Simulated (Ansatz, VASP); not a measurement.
SiSb in VASP and in Ansatz

```
Si Sb
1.0
     3.72926    0.00000    0.00000
    -1.86463    3.22964    0.00000
     0.00000    0.00000    6.21378
Si Sb
2 2
Direct
  0.00000 0.00000 0.80256
  0.00000 0.00000 0.19744
  0.33333 0.66667 0.61461
  0.66667 0.33333 0.38539
```

Alike in both runs: task relaxation of cell and atoms; functional PBE; k mesh 6 × 6 × 4; occupations gaussian, width 0.1 eV; no spin polarisation.

|  | VASP | Ansatz |
| --- | --- | --- |
| version | VASP 6.6.1 | Ansatz 0.2.0 |
| potentials or method | VASP PAW PBE potentials, release 64 (Si, Sb), cutoff 600 eV | scalar-relativistic, plane waves, PAW |
| valence electrons in the cell | 18 | 38 |

```csv
,VASP,Ansatz,Ansatz less VASP
relaxed volume (Å³/atom),29.20,29.22,+0.028
relaxed length of the cell vector where the two differ most in proportion (Å),8.216,8.247,+0.0308
```

VASP's potentials hold 18 valence electrons a cell and Ansatz's 38, so a difference there can come from the potentials and not from the codes.

Spin-orbit coupling is off throughout. Noted on VASP's run: the volume moved by over 15 % at a fixed basis, so the end points are rough.
